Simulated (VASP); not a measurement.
Here is a VASP 6.6.1 calculation.

INCAR

```
ALGO = Normal
EDIFF = 1E-7
EDIFFG = -0.01
ENCUT = 500
GGA = PE
GGA_COMPAT = False
IBRION = 2
ISIF = 3
ISMEAR = 0
LASPH = True
LCHARG = False
LREAL = False
LWAVE = False
NELM = 120
NELMIN = 4
NSW = 50
PREC = Accurate
SIGMA = 0.05
```

The input KPOINTS:

```
k-points
0
Gamma
  14 14 8
```

File POSCAR:

```
Hg
1.0
    3.5965118967      0.0000000000      0.0000000000
   -1.7982559484      3.1146706676      0.0000000000
    0.0000000000      0.0000000000      5.5880038684
Hg
2
Direct
    0.3333333333      0.6666666667      0.7500000000
    0.6666666667      0.3333333333      0.2500000000
```

Potentials or basis: VASP PAW PBE potentials, release 64 (Hg_sv_GW).

Command:

```sh
$ cat potpaw_PBE.64/Hg_sv_GW/POTCAR > POTCAR
$ mpirun -np 1 vasp_std > vasp.out
```

(1) Predict the relaxed cell.

(2) Predict the relaxed volume.

## Answers

(1) a = 3.512 Å, b = 3.512 Å, c = 5.482 Å, α = 90.00°, β = 90.00°, γ = 120.00°.

(2) 29.28 Å³/atom.
